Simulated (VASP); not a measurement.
KI (zincblende type), 2 atoms in the cell. Symmetry: F-43m, No. 216, cubic system. The conventional cell has a = 8.120 Å, b = 8.120 Å, c = 8.120 Å, α = 90.00°, β = 90.00°, γ = 90.00°. K (site symmetry -43m) has 4 I at 3.52 Å within 4.6 Å. I (site symmetry -43m) has 4 K at 3.52 Å within 4.6 Å.  This cell differs from its parent crystal: volume scaled by 1.05.

| Quantity | Value |
| --- | --- |
| Program | VASP 6.6.1 |
| Task | electric field gradients |
| Functional | PBE |
| Potentials or basis | VASP PAW PBE potentials, release 64 (K_sv, I) |
| Cutoff | 520 eV |
| k mesh | 9 × 9 × 9 |
| Occupations | fermi-dirac, width 0.03 eV |
| Spin | no spin polarisation |
| Dipole correction | no |
| Further INCAR settings | ALGO = Normal; EDIFF = 1e-08; NBANDS = 15 |

Potentials or basis: VASP PAW PBE potentials, release 64 (K_sv, I).

The run is started by

```console
$ cat potpaw_PBE.64/K_sv/POTCAR potpaw_PBE.64/I/POTCAR > POTCAR
$ mpirun -np 1 vasp_std > vasp.out
```

Hardware: 1 thread of Intel(R) Xeon(R) Platinum 8259CL CPU @ 2.50GHz (Skylake/Cascade Lake), on a shared host.

Question: How long does it take, and how much memory?

Answer: It took 110 s on 1 thread of Intel(R) Xeon(R) Platinum 8259CL CPU @ 2.50GHz (Skylake/Cascade Lake) (shared host), peak memory 0.34 GiB. Counts: scf iterations 18, k points 35.
